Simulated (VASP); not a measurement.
Write the native input for VASP 6.6.1 that does the following.

```
Task                   : relaxation of cell and atoms
Functional             : PBE
Potentials or basis    : VASP PAW PBE potentials, release 64 (C)
Cutoff                 : 600 eV
k mesh                 : 10 × 10 × 12
Occupations            : gaussian, width 0.02 eV
Spin                   : no spin polarisation
Dipole correction      : no
Further INCAR settings : ALGO = Normal; EDIFF = 1e-07; IBRION = 2; EDIFFG = -0.01; NSW = 100; ISIF = 3
```

The structure of C lies in POSCAR:

```
C
1.0
    3.1056135277      0.0000000000      0.0000000000
    0.0000000000      3.1056135277      0.0000000000
    0.0000000000      0.0000000000      2.4517723149
C
4
Direct
    0.3541722153      0.0000000000      0.7500000000
    0.6458277847      0.0000000000      0.2500000000
    0.0000000000      0.3541722153      0.0000000000
    0.0000000000      0.6458277847      0.5000000000
```

These files were run (other wordings do the same):

INCAR

```
SYSTEM = C
PREC = Accurate
ENCUT = 600
EDIFF = 1E-7
ISMEAR = 0
SIGMA = 0.02
LREAL = .False.
LASPH = .True.
NELM = 100
ALGO = Normal
ISIF = 3
LWAVE = .False.
LCHARG = .False.
GGA = PE
IBRION = 2
NSW = 100
EDIFFG = -0.01
```

KPOINTS

```
Automatic mesh
0
Gamma
  10 10 12
  0 0 0
```

Potentials or basis: VASP PAW PBE potentials, release 64 (C).

The run is started by

```bash
$ cat potpaw_PBE.64/C/POTCAR > POTCAR
$ mpirun -np 1 vasp_std > vasp.out
```

Results of the run:

| Property | Result |
| --- | --- |
| Relaxed volume | 5.91 Å³/atom |
| Relaxed cell | a = 3.106 Å, b = 3.106 Å, c = 2.452 Å, α = 90.00°, β = 90.00°, γ = 90.00° |
| Space group after relaxing (to 0.05 Å) | P4_122 (No. 91) |
| Energy gained by relaxing | 0.0 meV/atom |
| Ionic steps | 3 |
| Pressure after relaxing | 0.0 GPa |
| Band gap on the k mesh | 1.05 eV, indirect (least direct gap 3.86 eV) |

It used 84 s of CPU time on 1 thread of AMD EPYC 7R13 Processor (Zen 3), with other jobs on the host.
